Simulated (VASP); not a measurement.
Here is a VASP 6.6.1 calculation.

File INCAR:

```
PREC = Accurate ; ENCUT = 520
EDIFF = 1E-6 ; ISMEAR = 0
SIGMA = 0.1 ; LREAL = False
LASPH = True ; NELM = 100
ALGO = Normal ; ISIF = 2
LWAVE = False ; LCHARG = True
GGA = PE ; LELF = True
LVHAR = True ; NBANDS = 24
```

Contents of KPOINTS:

```
regular mesh
0
Gamma
  6 6 4
```

POSCAR

```
MgSc2C2
1.0
    3.9655079835      0.0000000030      0.0000000000
   -1.9827539944      3.4342306511      0.0000000000
    0.0000000000      0.0000000000      4.9475391267
Mg Sc C
1 2 2
Direct
    0.0000000000      0.0000000000      0.0000000000
    0.3333333333      0.6666666667      0.7098071132
    0.6666666667      0.3333333333      0.2901928868
    0.3333333333      0.6666666667      0.2320665078
    0.6666666667      0.3333333333      0.7679334922
```

Potentials or basis: VASP PAW PBE potentials, release 64 (Mg, Sc_sv, C).

Run with:

```bash
$ cat potpaw_PBE.64/Mg/POTCAR potpaw_PBE.64/Sc_sv/POTCAR potpaw_PBE.64/C/POTCAR > POTCAR
$ mpirun -np 1 vasp_std > vasp.out
```

Problem. Predict the pressure.

Solution. 0.4 GPa.

Problem. Predict the largest force.

Solution. 0.042 eV/Å.

Problem. Estimate the band gap on the k mesh.

Solution. Zero (band 16 reaches 6.04 eV, above the bottom of band 17 at 4.89 eV).

Forces in eV/Å, atoms in the order of the input:
```
Mg   0.000  0.000  0.000
Sc   0.000  0.000 -0.018
Sc   0.000  0.000  0.018
C    0.000  0.000 -0.042
C    0.000  0.000  0.042
```
